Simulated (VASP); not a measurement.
# CoO (Fm-3m) in VASP: further runs

Runs on CoO. Level: LDA+U. Tasks: single point.

Program: VASP 6.6.1. These are calculated values, not measurements. Logs are shortened: lines on timing, memory, paths and dates and some standing lists are left out, and cuts for length are marked.

### 1 The cell of the first run

The structure is cubic, space group Fm-3m (No. 225). The conventional cell has a = 4.263 Å, b = 4.263 Å, c = 4.263 Å, α = 90.00°, β = 90.00°, γ = 90.00°. Within 2.8 Å of Co (site symmetry m-3m) lie 6 O at 2.13 Å. O (site symmetry m-3m) has 6 Co at 2.13 Å within 2.8 Å.

### 2 Single point, LDA+U, non-collinear spin, twin_end start, spin-orbit coupling

INCAR reads:

```
SYSTEM = CoO
PREC = Accurate ; ENCUT = 700
EDIFF = 1E-6 ; ISMEAR = 0
SIGMA = 0.05 ; LREAL = .False.
LASPH = .True. ; NELM = 200
ALGO = Normal ; ISIF = 2
LWAVE = .False. ; LCHARG = .False.
LNONCOLLINEAR = .True. ; MAGMOM = 2.85 0 0 0.62 0 0
LORBIT = 11 ; LSORBIT = .True.
GGA_COMPAT = .False. ; LORBMOM = .True.
LMAXMIX = 4 ; LDAU = .True.
LDAUTYPE = 2 ; LDAUL = 2 -1
LDAUU = 4 0 ; LDAUJ = 0 0
LDAUPRINT = 1 ; GGA = CA
NBANDS = 35
```

KPOINTS reads:

```
Automatic mesh
0
Gamma
  8 8 8
  0 0 0
```

POSCAR reads:

```
CoO
1.0
    0.0000000000      2.1315016600      2.1315016600
    2.1315016600      0.0000000000      2.1315016600
    2.1315016600      2.1315016600      0.0000000000
Co O
1 1
Direct
    0.0000000000      0.0000000000      0.0000000000
    0.5000000000      0.5000000000      0.5000000000
```

Potentials or basis: VASP PAW LDA potentials, release 64 (Co_sv, O).

Command:

```sh
$ cat potpaw_LDA.64/Co_sv/POTCAR potpaw_LDA.64/O/POTCAR > POTCAR
$ mpirun -np 1 vasp_ncl > vasp.out
```

OUTCAR:

```text
SYSTEM = CoO
   PREC = Accurate
   ENCUT = 700
   EDIFF = 1E-6
   ISMEAR = 0
   LREAL = .False.
   LASPH = .True.
   NELM = 200
   ISIF = 2
   LNONCOLLINEAR = .True.
   LORBIT = 11
   LSORBIT = .True.
   GGA = CA

 ion  position               nearest neighbor table
   1  0.000  0.000  0.000-   2 2.13   2 2.13   2 2.13   2 2.13   2 2.13   2 2.13
   2  0.500  0.500  0.500-   1 2.13   1 2.13   1 2.13   1 2.13   1 2.13   1 2.13

  LATTYP: Found a face centered cubic cell.
 ALAT       =     4.2630033200

  Lattice vectors:

 A1 = (   0.0000000000,   2.1315016600,   2.1315016600)
 A2 = (   2.1315016600,   0.0000000000,   2.1315016600)
 A3 = (   2.1315016600,   2.1315016600,   0.0000000000)

Analysis of symmetry for initial positions (statically):
=====================================================================
 Subroutine PRICEL returns:
 Original cell was already a primitive cell.

 Routine SETGRP: Setting up the symmetry group for a
 face centered cubic supercell.

 Subroutine GETGRP returns: Found 48 space group operations
 (whereof 48 operations were pure point group operations)
 out of a pool of 48 trial point group operations.

The static configuration has the point symmetry O_h .

Analysis of symmetry for dynamics (positions and initial velocities):
=====================================================================
 Subroutine PRICEL returns:
 Original cell was already a primitive cell.

 Routine SETGRP: Setting up the symmetry group for a
 face centered cubic supercell.

 Subroutine GETGRP returns: Found 48 space group operations
 (whereof 48 operations were pure point group operations)
 out of a pool of 48 trial point group operations.

The dynamic configuration has the point symmetry O_h .

Analysis of structural, dynamic, and magnetic symmetry:
=====================================================================
 Subroutine PRICEL returns:
 Original cell was already a primitive cell.

 Routine SETGRP: Setting up the symmetry group for a
 face centered cubic supercell.

 Subroutine GETGRP returns: Found  8 space group operations
 (whereof  8 operations were pure point group operations)
 out of a pool of 48 trial point group operations.

The overall configuration has the point symmetry C_4h.

 Subroutine INISYM returns: Found  8 space group operations
 (whereof  8 operations are pure point group operations),
 and found     1 'primitive' translations

----------------------------------------------------------------------------------------

                                     Primitive cell

  volume of cell :      19.3681

  direct lattice vectors                    reciprocal lattice vectors
     0.000000000  2.131501660  2.131501660    -0.234576407  0.234576407  0.234576407
     2.131501660  0.000000000  2.131501660     0.234576407 -0.234576407  0.234576407
     2.131501660  2.131501660  0.000000000     0.234576407  0.234576407 -0.234576407

  length of vectors
     3.014398556  3.014398556  3.014398556     0.406298254  0.406298254  0.406298254

  position of ions in fractional coordinates (direct lattice)
     0.000000000  0.000000000  0.000000000
     0.500000000  0.500000000  0.500000000

  ion indices of the primitive-cell ions
   primitive index   ion index
                 1           1
                 2           2

----------------------------------------------------------------------------------------

 KPOINTS: Automatic mesh

Automatic generation of k-mesh.
 Grid dimensions read from file:
 generate k-points for:    8    8    8

 Generating k-lattice:

  Cartesian coordinates                     Fractional coordinates (reciprocal lattice)
    -0.029322051  0.029322051  0.029322051     0.125000000  0.000000000  0.000000000
     0.029322051 -0.029322051  0.029322051     0.000000000  0.125000000  0.000000000
     0.029322051  0.029322051 -0.029322051     0.000000000  0.000000000  0.125000000

[... 148 lines left out ...]

 number of electron      23.0000015 magnetization       2.9888727      0.0000000      0.0000000

 Free energy of the ion-electron system (eV)
  ---------------------------------------------------
  ext. energy  EPLUGINS =         0.00000000
  ---------------------------------------------------
  free energy    TOTEN  =       -12.78550084 eV

  energy without entropy =      -12.78550084  energy(sigma->0) =      -12.78550084

 E-fermi :   8.5434     XC(G=0): -13.1640

 val. band max:        8.1048322707   @ k =   0.5000   0.0000   0.0000
 cond. band min:       9.0135393340   @ k =   0.0000   0.0000   0.0000
 fundamental gap:      0.9087070633
 Fermi energy:         8.5433521473

 k-point     1 :       0.0000    0.0000    0.0000
  band No.  band energies     occupation
      1     -87.2868      1.00000
      2     -84.3354      1.00000
      3     -51.8836      1.00000
      4     -51.6776      1.00000
      5     -50.2040      1.00000
      6     -48.4788      1.00000
[... 901 lines left out ...]
     34      26.4321      0.00000
     35      26.5216      0.00000

 [... further k-points ...]

------------------------ aborting loop because EDIFF is reached ----------------------------------------

  FORCE on cell =-STRESS in cart. coord.  units (eV):
  Direction    XX          YY          ZZ          XY          YZ          ZX
  --------------------------------------------------------------------------------------
  -------------------------------------------------------------------------------------
  Total       -1.9911170     -1.1613707     -1.1613707      0.0000000      0.0000003     -0.0000000
  in kB     -164.7101418    -96.0714674    -96.0714674      0.0000000      0.0000254     -0.0000000
  external PRESSURE =    -118.9510256 kB  Pullay stress =       0.0000000 kB

 VOLUME and BASIS-vectors are now :
 -----------------------------------------------------------------------------
  energy-cutoff  :      700.00
  volume of cell :       19.37
      direct lattice vectors                 reciprocal lattice vectors
     0.000000000  2.131501660  2.131501660    -0.234576407  0.234576407  0.234576407
     2.131501660  0.000000000  2.131501660     0.234576407 -0.234576407  0.234576407
     2.131501660  2.131501660  0.000000000     0.234576407  0.234576407 -0.234576407

 POSITION                                       TOTAL-FORCE (eV/Angst)
 -----------------------------------------------------------------------------------
      0.00000      0.00000      0.00000         0.000000      0.000000      0.000000
      2.13150      2.13150      2.13150         0.000000      0.000000     -0.000000
 -----------------------------------------------------------------------------------
    total drift:                               -0.000000      0.000000      0.000000

  FREE ENERGIE OF THE ION-ELECTRON SYSTEM (eV)
  ---------------------------------------------------
  free  energy   TOTEN  =       -12.7855008427 eV

  energy  without entropy=      -12.7855008427  energy(sigma->0) =      -12.78550084

 orbital moment (x)

 # of ion     p       d       tot
 ----------------------------------------
  1        -0.000   1.063   1.063
  2         0.013   0.000   0.013
 ----------------------------------------
            0.013   1.063   1.076

 orbital moment (y)

 # of ion     p       d       tot
 ----------------------------------------
  1        -0.000   0.000   0.000
  2         0.000   0.000   0.000
 ----------------------------------------
           -0.000   0.000   0.000

 orbital moment (z)

 # of ion     p       d       tot
 ----------------------------------------
  1         0.000   0.000   0.000
  2         0.000   0.000   0.000
 ----------------------------------------
            0.000   0.000   0.000

 Spin-Orbit-Coupling matrix elements

 Ion:    1  E_soc:     -0.1345555
 l=   1
     0.0000000    -0.0123334    -0.0123243
    -0.0123334     0.0000000    -0.0123243
    -0.0123243    -0.0123243     0.0000000
 l=   2
     0.0000000    -0.0011415     0.0000000    -0.0171237    -0.0032001
    -0.0011415     0.0000000    -0.0033667    -0.0011415    -0.0011222
     0.0000000    -0.0033667     0.0000000    -0.0031965     0.0000000
    -0.0171237    -0.0011415    -0.0031965     0.0000000    -0.0000036
    -0.0032001    -0.0011222     0.0000000    -0.0000036     0.0000000
 l=   3
     0.0000000     0.0000000     0.0000000     0.0000000     0.0000000     0.0000000     0.0000000
     0.0000000     0.0000000     0.0000000     0.0000000     0.0000000     0.0000000     0.0000000
     0.0000000     0.0000000     0.0000000     0.0000000     0.0000000     0.0000000     0.0000000
     0.0000000     0.0000000     0.0000000     0.0000000     0.0000000     0.0000000     0.0000000
     0.0000000     0.0000000     0.0000000     0.0000000     0.0000000     0.0000000     0.0000000
     0.0000000     0.0000000     0.0000000     0.0000000     0.0000000     0.0000000     0.0000000
     0.0000000     0.0000000     0.0000000     0.0000000     0.0000000     0.0000000     0.0000000

 Ion:    2  E_soc:     -0.0003441
 l=   1
     0.0000000    -0.0001588    -0.0000066
    -0.0001588     0.0000000    -0.0000066
    -0.0000066    -0.0000066     0.0000000
 l=   2
     0.0000000     0.0000000     0.0000000     0.0000000     0.0000000
     0.0000000     0.0000000     0.0000000     0.0000000     0.0000000
     0.0000000     0.0000000     0.0000000     0.0000000     0.0000000
     0.0000000     0.0000000     0.0000000     0.0000000     0.0000000
     0.0000000     0.0000000     0.0000000     0.0000000     0.0000000
 l=   3
     0.0000000     0.0000000     0.0000000     0.0000000     0.0000000     0.0000000     0.0000000
     0.0000000     0.0000000     0.0000000     0.0000000     0.0000000     0.0000000     0.0000000
     0.0000000     0.0000000     0.0000000     0.0000000     0.0000000     0.0000000     0.0000000
     0.0000000     0.0000000     0.0000000     0.0000000     0.0000000     0.0000000     0.0000000
     0.0000000     0.0000000     0.0000000     0.0000000     0.0000000     0.0000000     0.0000000
     0.0000000     0.0000000     0.0000000     0.0000000     0.0000000     0.0000000     0.0000000
     0.0000000     0.0000000     0.0000000     0.0000000     0.0000000     0.0000000     0.0000000

 total charge

# of ion       s       p       d       tot
------------------------------------------
    1        2.150   6.067   6.699  14.916
    2        1.534   3.442   0.000   4.976
--------------------------------------------------
tot          3.683   9.509   6.699  19.892

 magnetization (x)

# of ion       s       p       d       tot
------------------------------------------
    1        0.012   0.010   2.624   2.646
    2        0.025   0.205   0.000   0.230
--------------------------------------------------
tot          0.038   0.214   2.624   2.876

 magnetization (y)

# of ion       s       p       d       tot
------------------------------------------
    1        0.000   0.000   0.000   0.000
    2        0.000   0.000   0.000   0.000
--------------------------------------------------
tot          0.000   0.000   0.000   0.000

 magnetization (z)

# of ion       s       p       d       tot
------------------------------------------
    1        0.000   0.000   0.000   0.000
    2        0.000   0.000   0.000   0.000
--------------------------------------------------
tot          0.000   0.000   0.000   0.000
```

Run time: 3.2 min. Hardware: 1 thread of Intel Xeon Platinum 8488C (Sapphire Rapids), shared host; peak memory 0.28 GiB.

Results:

```yaml
Free_energy: -12.7855 eV
Pressure: -11.9 GPa
Net_moment: 2.99 μB per cell
Valence_electrons_inside_the_program's_atomic_spheres: Co 14.92; O 4.98
```

Moments on the atoms (μB; x, y, z):
```
Co  2.65 0.00 0.00
O   0.23 0.00 0.00
```

Caveat: the stress differs along the axes, from -16 to -10 GPa; a cell with one magnetic atom can't hold antiferromagnetic order, which such compounds often take.

[end of part 1 of 2]
